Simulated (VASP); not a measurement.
## BaS (rocksalt type): single point with LDA

Crystal: BaS (rocksalt type).

```xyz
2
Lattice="0.0000 2.7567 2.7567 2.7567 0.0000 2.7567 2.7567 2.7567 0.0000" Properties=species:S:1:pos:R:3 pbc="T T T"
Ba    0.0000    0.0000    0.0000
S     2.7567    2.7567    2.7567
```

```yaml
Program: VASP 6.6.1
Task: single point
Functional: LDA
Potentials_or_basis: VASP PAW LDA potentials, release 64 (Ba_sv, S)
Cutoff: 500 eV
k_mesh: 11 × 11 × 11
Occupations: fermi-dirac, width 0.1 eV
Spin: no spin polarisation
Dipole_correction: no
Further_INCAR_settings: ALGO = Normal; EDIFF = 1e-06; NBANDS = 15
```

```yaml
Pressure: 48.2 GPa
Band_gap_on_the_k_mesh: zero (bands 8 and 9 overlap by 0.15 eV)
```

Levels at points of the mesh, in eV from the Fermi level:
| k point | band 5 | band 6 | band 7 | band 8 | band 9 | band 10 | band 11 | band 12 |
| --- | --- | --- | --- | --- | --- | --- | --- | --- |
| (0.00, 0.00, 0.00) | -10.86 | -0.81 | -0.81 | -0.81 | 2.43 | 2.43 | 2.43 | 3.99 |

It took 22 s on 1 thread of Intel(R) Xeon(R) Platinum 8375C CPU @ 2.90GHz (Ice Lake), on a shared host, peak memory 0.16 GiB.

Caveat: the cell stands under pressure; semilocal functionals underestimate gaps, and a narrow one can read as zero; spin-orbit coupling is left out, which moves the levels of the heavy elements.
